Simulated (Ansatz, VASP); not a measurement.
## Two plane-wave programs on Re

```
Re
1.0
    -3.43196    3.43196    3.43196
     3.43196   -3.43196    3.43196
     3.43196    3.43196   -3.43196
Re
8
Direct
  0.20023 0.20023 0.20023
  0.50000 0.00000 0.29977
  0.29977 0.50000 0.00000
  0.00000 0.29977 0.50000
  0.79977 0.79977 0.79977
  0.50000 0.00000 0.70023
  0.70023 0.50000 0.00000
  0.00000 0.70023 0.50000
```

Alike in both runs: functional PBE; k mesh 4 × 4 × 4; occupations gaussian, width 0.1 eV; no spin polarisation.

Ansatz relaxed the structure, and its values are those at the end. VASP's run is a single point on that final structure, the one shown.

```csv
,VASP,Ansatz
version,VASP 6.6.1,Ansatz 0.2.0
potentials or method,"VASP PAW PBE potentials, release 64 (Re), cutoff 520 eV","scalar-relativistic, plane waves, PAW"
valence electrons in the cell,56,120
```

Ansatz gave:

* gap on the k mesh at the Fermi level (eV): none
* pressure (GPa): 0.2
* rms of the force components (eV/Å): 0.029

**Question.** Which values does VASP return?

**Answer.** gap on the k mesh at the Fermi level (eV): none; pressure (GPa): -1.7; rms of the force components (eV/Å): 0.084.

A gap of «none» marks a metal or a gap that the smearing closes. VASP's potentials hold 56 valence electrons a cell and Ansatz's 120, so a difference there can come from the potentials and not from the codes.

Spin-orbit coupling is off throughout.
